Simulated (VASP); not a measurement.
# BN (P6_3mc) in VASP: notebook

The runs below take BN through single point, with PBEsol.

All numbers are computed with VASP 6.6.1; they aren't measurements. Logs are shortened: lines on timing, memory, paths and dates and some standing lists are left out, and cuts for length are marked.

### 1 The cell of the first run

The structure is hexagonal, space group P6_3mc (No. 186). Conventional cell: a = 2.566 Å, b = 2.566 Å, c = 4.177 Å, α = 90.00°, β = 90.00°, γ = 120.00°. B (site symmetry 3m) has 4 N at 1.57 Å within 2.1 Å. N (site symmetry 3m) has 4 B at 1.57 Å within 2.1 Å.

### 2 Single point, PBEsol (strained cell)

INCAR reads:

```
ALGO = Normal
EDIFF = 1E-6
ENCUT = 520
GGA = PS
ISIF = 2
ISMEAR = 0
LASPH = T
LCHARG = F
LREAL = F
LWAVE = F
NBANDS = 16
NELM = 80
PREC = Accurate
SIGMA = 0.02
```

KPOINTS reads:

```
k-points
0
Gamma
  9 9 6
```

POSCAR reads:

```
BN
1.0
    2.5659661661      0.0000000000      0.0000000000
   -1.2829830830      2.2221918851      0.0000000000
    0.0000000000      0.0000000000      4.1774383964
B N
2 2
Direct
    0.3333333333      0.6666666667     -0.0004204035
    0.6666666667      0.3333333333      0.4995795965
    0.3333333333      0.6666666667      0.3744204035
    0.6666666667      0.3333333333      0.8744204035
```

Potentials or basis: VASP PAW PBE potentials, release 64 (B, N).

The run is started by

```console
$ cat potpaw_PBE.64/B/POTCAR potpaw_PBE.64/N/POTCAR > POTCAR
$ mpirun -np 1 vasp_std > vasp.out
```

OUTCAR:

```text
EDIFF = 1E-6
   ENCUT = 520
   GGA = PS
   ISIF = 2
   ISMEAR = 0
   LASPH = T
   LREAL = F
   NELM = 80
   PREC = Accurate

 ion  position               nearest neighbor table
   1  0.333  0.667  1.000-   3 1.57   4 1.57   4 1.57   4 1.57
   2  0.667  0.333  0.500-   4 1.57   3 1.57   3 1.57   3 1.57
   3  0.333  0.667  0.374-   1 1.57   2 1.57   2 1.57   2 1.57
   4  0.667  0.333  0.874-   2 1.57   1 1.57   1 1.57   1 1.57

  LATTYP: Found a hexagonal cell.
 ALAT       =     2.5659661661
 C/A-ratio  =     1.6280177235

  Lattice vectors:

 A1 = (   2.5659661661,   0.0000000000,   0.0000000000)
 A2 = (  -1.2829830830,   2.2221918851,   0.0000000000)
 A3 = (   0.0000000000,   0.0000000000,   4.1774383964)

Analysis of symmetry for initial positions (statically):
=====================================================================
 Subroutine PRICEL returns:
 Original cell was already a primitive cell.

 Routine SETGRP: Setting up the symmetry group for a
 hexagonal supercell.

 Subroutine GETGRP returns: Found 12 space group operations
 (whereof  6 operations were pure point group operations)
 out of a pool of 24 trial point group operations.

The static configuration has the point symmetry C_3v.
 The point group associated with its full space group is C_6v.

Analysis of symmetry for dynamics (positions and initial velocities):
=====================================================================
 Subroutine PRICEL returns:
 Original cell was already a primitive cell.

 Routine SETGRP: Setting up the symmetry group for a
 hexagonal supercell.

 Subroutine GETGRP returns: Found 12 space group operations
 (whereof  6 operations were pure point group operations)
 out of a pool of 24 trial point group operations.

The dynamic configuration has the point symmetry C_3v.
 The point group associated with its full space group is C_6v.

 Subroutine INISYM returns: Found 12 space group operations
 (whereof  6 operations are pure point group operations),
 and found     1 'primitive' translations

----------------------------------------------------------------------------------------

                                     Primitive cell

  volume of cell :      23.8200

  direct lattice vectors                    reciprocal lattice vectors
     2.565966166  0.000000000  0.000000000     0.389716752  0.225003072  0.000000000
    -1.282983083  2.222191885  0.000000000     0.000000000  0.450006143  0.000000000
     0.000000000  0.000000000  4.177438396     0.000000000  0.000000000  0.239381148

  length of vectors
     2.565966166  2.565966166  4.177438396     0.450006143  0.450006143  0.239381148

  position of ions in fractional coordinates (direct lattice)
     0.333333333  0.666666667  0.999579596
     0.666666667  0.333333333  0.499579596
     0.333333333  0.666666667  0.374420403
     0.666666667  0.333333333  0.874420403

  ion indices of the primitive-cell ions
   primitive index   ion index
                 1           1
                 2           2
                 3           3
                 4           4

----------------------------------------------------------------------------------------

 KPOINTS: k-points

Automatic generation of k-mesh.
 Grid dimensions read from file:
 generate k-points for:    9    9    6

 Generating k-lattice:

  Cartesian coordinates                     Fractional coordinates (reciprocal lattice)
     0.043301861  0.025000341  0.000000000     0.111111111  0.000000000  0.000000000
     0.000000000  0.050000683  0.000000000     0.000000000  0.111111111  0.000000000
     0.000000000  0.000000000  0.039896858     0.000000000  0.000000000  0.166666667

  Length of vectors
     0.050000683  0.050000683  0.039896858

  Shift w.r.t. Gamma in fractional coordinates (k-lattice)
     0.000000000  0.000000000  0.000000000

 Subroutine IBZKPT returns following result:
 ===========================================

 Found     48 irreducible k-points:

 Following reciprocal coordinates:
            Coordinates               Weight
  0.000000  0.000000  0.000000      1.000000
  0.111111  0.000000  0.000000      6.000000
  0.222222 -0.000000  0.000000      6.000000
  0.333333  0.000000  0.000000      6.000000
  0.444444 -0.000000  0.000000      6.000000
  0.111111  0.111111  0.000000      6.000000
[... 16 lines left out ...]
  0.333333  0.222222  0.166667     24.000000
  0.333333  0.333333  0.166667      4.000000
 [... further k-points ...]
   k-points           NKPTS =     48   k-points in BZ     NKDIM =     48   number of bands    NBANDS=     16
   number of dos      NEDOS =    301   number of ions     NIONS =      4
   total plane-waves  NPLWV =  12800
   dimension x,y,z NGX =    20 NGY =   20 NGZ =   32
   dimension x,y,z NGXF=    40 NGYF=   40 NGZF=   64
   ions per type =               2   2
   NGX,Y,Z   is equivalent  to a cutoff of  12.96, 12.96, 12.73 a.u.
   NGXF,Y,Z  is equivalent  to a cutoff of  25.92, 25.92, 25.47 a.u.
 SYSTEM =  unknown system
   PREC   = accura    normal or accurate (medium, high low for compatibility)
   ISTART =      0    job   : 0-new  1-cont  2-samecut
   ICHARG =      2    charge: 1-file 2-atom 10-const
   ISPIN  =      1    spin polarized calculation?
   LNONCOLLINEAR =      F non collinear calculations
   LSORBIT =      F    spin-orbit coupling
   LASPH  =      T    aspherical Exc in radial PAW
   ENCUT  =  520.0 eV  38.22 Ry    6.18 a.u.   4.77  4.77  7.77*2*pi/ulx,y,z
   NELM   =     80;   NELMIN=  2; NELMDL= -5     # of ELM steps
   EDIFF  = 0.1E-05   stopping-criterion for ELM
   LREAL  =      F    real-space projection
   EDIFFG = 0.1E-04   stopping-criterion for IOM
   NSW    =      0    number of steps for IOM
   IBRION =     -1    ionic relax: 0-MD 1-quasi-New 2-CG
   NFREE  =      0    steps in history (QN), initial steepest desc. (CG)
   ISIF   =      2    stress and relaxation
   ISYM   =      2    0-nonsym 1-usesym 2-fastsym
   POTIM  = 0.5000    time-step for ionic-motion
   TEBEG  =    0.0;   TEEND  =   0.0 temperature during run
   PSTRESS=    0.0 pullay stress
   NELECT =      16.0000    total number of electrons
   NUPDOWN=      -1.0000    fix difference up-down
   EMIN   =  10.00;   EMAX   =-10.00  energy-range for DOS
   EFERMI =   0.00;   METHOD = LEGACY
   ISMEAR =     0;   SIGMA  =   0.02  broadening in eV -4-tet -1-fermi 0-gaus
   EFERMI_NEDOS =   21; number of points for ismear=-14 and -15
   IALGO  =     38    algorithm
   IMIX   =      4    mixing-type and parameters
     AMIX     =   0.40;   BMIX     =  1.00
     AMIX_MAG =   1.60;   BMIX_MAG =  1.00
  volume/ion in A,a.u.               =       5.96        40.19
  Fermi-wavevector in a.u.,A,eV,Ry     =   1.433730  2.709356 27.967879  2.055581
  Thomas-Fermi vector in A             =   2.553216
   LORBIT       =      0    0 simple, 1 ext, 2 COOP (PROOUT), +10 PAW based schemes
   GGA     = PS    functional components
   LHFCALC =     F    Hartree Fock is set to
   AEXX    =    0.0000 exact exchange contribution
   IVDW    =     0    specifies the selected vdW correction
   LEPSILON=     F    determine dielectric tensor
   LRPA    =     F    only Hartree local field effects (RPA)
 non-spin polarized calculation
 Gauss-broadening in eV      SIGMA  =   0.02
  energy-cutoff  :      520.00
  volume of cell :       23.82
 maximum number of plane-waves:       652
 NGX is ok and might be reduce to    20
   NGX =  9   NGY =  9   NGZ = 15

 number of electron      16.0000001 magnetization

 Free energy of the ion-electron system (eV)
  ---------------------------------------------------
  ext. energy  EPLUGINS =         0.00000000
  ---------------------------------------------------
  free energy    TOTEN  =       -36.61053530 eV

  energy without entropy =      -36.61053530  energy(sigma->0) =      -36.61053530

 E-fermi :   7.5296     XC(G=0): -12.9656

 val. band max:        7.4032722767   @ k =   0.0000   0.0000   0.0000
 cond. band min:      12.4502685784   @ k =   0.3333   0.3333   0.0000
 fundamental gap:      5.0469963017
 Fermi energy:         7.5296210907

 k-point     1 :       0.0000    0.0000    0.0000
  band No.  band energies     occupation
      1     -12.9174      2.00000
      2      -8.6101      2.00000
      3      -3.4760      2.00000
      4       5.1691      2.00000
      5       5.1691      2.00000
      6       7.1957      2.00000
[... 8 lines left out ...]
     15      19.1876      0.00000
     16      23.5744      0.00000

 k-point     2 :       0.1111    0.0000    0.0000
  band No.  band energies     occupation
      1     -12.6527      2.00000
      2      -8.4121      2.00000
      3      -3.2148      2.00000
      4       4.0037      2.00000
      5       4.6949      2.00000
      6       6.4347      2.00000
[... 8 lines left out ...]
     15      19.9396      0.00000
     16      23.1367      0.00000

 k-point     3 :       0.2222   -0.0000    0.0000
  band No.  band energies     occupation
      1     -11.8742      2.00000
      2      -7.8767      2.00000
      3      -2.4501      2.00000
      4       1.5416      2.00000
      5       3.7349      2.00000
      6       4.3008      2.00000
[... 8 lines left out ...]
     15      21.7241      0.00000
     16      22.3888      0.00000

 k-point     4 :       0.3333    0.0000    0.0000
  band No.  band energies     occupation
      1     -10.6486      2.00000
      2      -7.2823      2.00000
      3      -1.2857      2.00000
      4      -0.7983      2.00000
      5       1.9754      2.00000
      6       2.8779      2.00000
[... 8 lines left out ...]
     15      23.2833      0.00000
     16      23.6607      0.00000
[... 324 lines left out ...]
 k-point    22 :       0.2222    0.2222    0.1667
  band No.  band energies     occupation
      1      -9.8146      2.00000
      2      -7.3175      2.00000
      3      -1.1036      2.00000
      4      -0.0438      2.00000
      5       0.7716      2.00000
      6       1.9015      2.00000
[... 8 lines left out ...]
     15      22.6080      0.00000
     16      23.5042      0.00000

 k-point    23 :       0.3333    0.2222    0.1667
  band No.  band energies     occupation
      1      -8.5254      2.00000
      2      -7.2476      2.00000
      3      -1.7060      2.00000
      4      -0.5963      2.00000
      5       0.4068      2.00000
      6       1.7661      2.00000
[... 8 lines left out ...]
     15      23.1389      0.00000
     16      23.7360      0.00000

 k-point    24 :       0.3333    0.3333    0.1667
  band No.  band energies     occupation
      1      -7.6134      2.00000
      2      -7.6134      2.00000
      3      -1.6922      2.00000
      4      -0.3846      2.00000
      5      -0.3846      2.00000
      6       1.6753      2.00000
[... 8 lines left out ...]
     15      23.3413      0.00000
     16      23.3413      0.00000

 [... further k-points ...]

------------------------ aborting loop because EDIFF is reached ----------------------------------------

  FORCE on cell =-STRESS in cart. coord.  units (eV):
  Direction    XX          YY          ZZ          XY          YZ          ZX
  --------------------------------------------------------------------------------------
  -------------------------------------------------------------------------------------
  Total       -1.3880490     -1.3880490      0.8649722     -0.0000000      0.0000000     -0.0000000
  in kB      -93.3625794    -93.3625794     58.1795271     -0.0000000      0.0000000     -0.0000000
  external PRESSURE =     -42.8485439 kB  Pullay stress =       0.0000000 kB

 VOLUME and BASIS-vectors are now :
 -----------------------------------------------------------------------------
  energy-cutoff  :      520.00
  volume of cell :       23.82
      direct lattice vectors                 reciprocal lattice vectors
     2.565966166  0.000000000  0.000000000     0.389716752  0.225003072  0.000000000
    -1.282983083  2.222191885  0.000000000     0.000000000  0.450006143  0.000000000
     0.000000000  0.000000000  4.177438396     0.000000000  0.000000000  0.239381148

 POSITION                                       TOTAL-FORCE (eV/Angst)
 -----------------------------------------------------------------------------------
     -0.00000      1.48146      4.17568        -0.000000      0.000000     -0.001469
      1.28298      0.74073      2.08696         0.000000     -0.000000     -0.001469
     -0.00000      1.48146      1.56412         0.000000      0.000000      0.001469
      1.28298      0.74073      3.65284        -0.000000     -0.000000      0.001469
 -----------------------------------------------------------------------------------
    total drift:                               -0.000000     -0.000000     -0.000179

  FREE ENERGIE OF THE ION-ELECTRON SYSTEM (eV)
  ---------------------------------------------------
  free  energy   TOTEN  =       -36.6105352999 eV

  energy  without entropy=      -36.6105352999  energy(sigma->0) =      -36.61053530
```

It took 25 s on 1 thread of Intel Xeon 8259CL, shared host; peak memory 0.14 GiB.

Results:

| Quantity | Value |
| --- | --- |
| Free energy | -36.6105 eV |
| Pressure | -4.3 GPa |
| Band gap on the k mesh | 5.05 eV (least direct gap 8.06 eV) |

Stress tensor (GPa, compression positive):
```
-9.34  0.00  0.00
 0.00 -9.34  0.00
 0.00  0.00  5.82
```

Caveat: the cell differs from its parent crystal (strained cell); the cell stands under tension; the PAW data sets were made with another functional, which shifts forces and pressure a little; an odd mesh through Γ misses points on the zone boundary, where band edges can lie.

### 3 Single point, PBEsol (strained cell)

INCAR reads:

```
  PREC = Accurate
  ENCUT = 520
  EDIFF = 1E-6
  ISMEAR = 0
  SIGMA = 0.02
  LREAL = F
  LASPH = T
  NELM = 80
  ALGO = Normal
  ISIF = 2
  LWAVE = F
  LCHARG = F
  GGA = PS
  NBANDS = 16
```

KPOINTS reads:

```
regular mesh
0
Gamma
  9 9 6
```

POSCAR reads:

```
BN
1.0
    2.5659661661      0.0000000000      0.0000000000
   -1.2829830830      2.2221918851      0.0000000000
    0.0000000000      0.0000000000      4.1997509019
B N
2 2
Direct
    0.3333333333      0.6666666667     -0.0003708269
    0.6666666667      0.3333333333      0.4996291731
    0.3333333333      0.6666666667      0.3743708269
    0.6666666667      0.3333333333      0.8743708269
```

Potentials or basis: VASP PAW PBE potentials, release 64 (B, N).

The run is started by

```console
$ cat potpaw_PBE.64/B/POTCAR potpaw_PBE.64/N/POTCAR > POTCAR
$ mpirun -np 1 vasp_std > vasp.out
```

Wall time 24 s (1 thread of Intel Xeon 8259CL, shared host); peak memory 0.14 GiB.

It converged, with:

```
Free energy            : -36.6131 eV
Pressure               : -6.3 GPa
Band gap on the k mesh : 5.03 eV (least direct gap 8.07 eV)
```

Stress tensor (GPa, compression positive):
```
-9.62  0.00  0.00
 0.00 -9.62  0.00
 0.00  0.00  0.24
```

Levels at points of the mesh, in eV from the valence-band top:
| k point | band 4 | band 5 | band 6 | band 7 | band 8 | band 9 | band 10 | band 11 | band 12 | band 13 |
| --- | --- | --- | --- | --- | --- | --- | --- | --- | --- | --- |
| (0.00, 0.00, 0.00) | -2.18 | -2.18 | -0.23 | 0.00 | 0.00 | 8.17 | 8.17 | 8.80 | 9.12 | 10.39 |
| (0.00, 0.00, 0.50) | -5.59 | -1.21 | -1.21 | -1.21 | -1.21 | 9.16 | 9.16 | 9.73 | 9.73 | 9.73 |

Caveat: the cell differs from its parent crystal (strained cell); the cell stands under tension; the PAW data sets were made with another functional, which shifts forces and pressure a little; an odd mesh through Γ misses points on the zone boundary, where band edges can lie.

(Continued in part 2 of 2.)
